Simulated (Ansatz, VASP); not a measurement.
Given: the input of a run of Ansatz 0.2.0 on Bi.

input.yaml

```yaml
crystal:
  lattice:
    - [2.2212115015, 1.2824170583, 3.8576100961]
    - [-2.2212115015, 1.2824170583, 3.8576100961]
    - [0.0, -2.5648341167, 3.8576100961]
  atoms:
    - { symbol: Bi, position: [0.766, 0.766, 0.766] }
    - { symbol: Bi, position: [0.234, 0.234, 0.234] }
kpoints:
  mp_grid: { grid: [7, 7, 7] }
scf:
  occupations: { method: fermi_dirac, width: 0.05 }
hamiltonian:
  xc: lda
  pseudopotentials: { kind: all_electron, lapw: { basis_error: 0.001 } }
output:
  forces: true
  stress: true
  eigenvalues: true
```

Potentials or basis: all-electron LAPW, scalar-relativistic.

Run with:

```bash
$ ansatz run input.yaml --threads 1 --pin off --max-ram 3072MiB --backend cpu --events-out ev --progress --plain --runs-dir out
```

Problem. Set up the same calculation for VASP 6.6.1. Potentials there: VASP PAW LDA potentials, release 64 (Bi_d).

Solution. As run (the cutoff follows the program's own potentials):

Contents of INCAR:

```
ALGO = Normal
EDIFF = 1E-7
ENCUT = 520
GGA = CA
ISIF = 2
ISMEAR = -1
LASPH = True
LCHARG = False
LREAL = False
LWAVE = False
NBANDS = 22
NELM = 80
PREC = Accurate
SIGMA = 0.05
```

File KPOINTS:

```
k-points
0
Gamma
  7 7 7
```

POSCAR

```
Bi
1.0
    2.2212115015      1.2824170583      3.8576100961
   -2.2212115015      1.2824170583      3.8576100961
    0.0000000000     -2.5648341167      3.8576100961
Bi
2
Direct
    0.7660000000      0.7660000000      0.7660000000
    0.2340000000      0.2340000000      0.2340000000
```

Potentials or basis: VASP PAW LDA potentials, release 64 (Bi_d).

Launch:

```bash
$ cat potpaw_LDA.64/Bi_d/POTCAR > POTCAR
$ mpirun -np 1 vasp_std > vasp.out
```

Both were run:

|  | VASP | Ansatz | Ansatz less VASP |
| --- | --- | --- | --- |
| gap on the k mesh at the Fermi level (eV) | 0.30 | 0.30 | -0.006 |
| least direct gap on the mesh (eV) | 0.57 | 0.56 | -0.004 |
| pressure (GPa) | 1.8 | 1.7 | -0.08 |
| traceless stress, the component that is largest in VASP (GPa) | -0.50 | -0.48 | +0.026 |
| rms of the force components (eV/Å) | 0.213 | 0.198 | -0.0142 |

LDA's correlation is that of Perdew and Zunger in VASP and of Perdew and Wang (1992) in Ansatz. Atom by atom the forces differ by 0.014 eV/Å (rms over components). Ansatz ran all-electron here, and VASP with PAW potentials.

Neither program's run includes spin-orbit coupling.
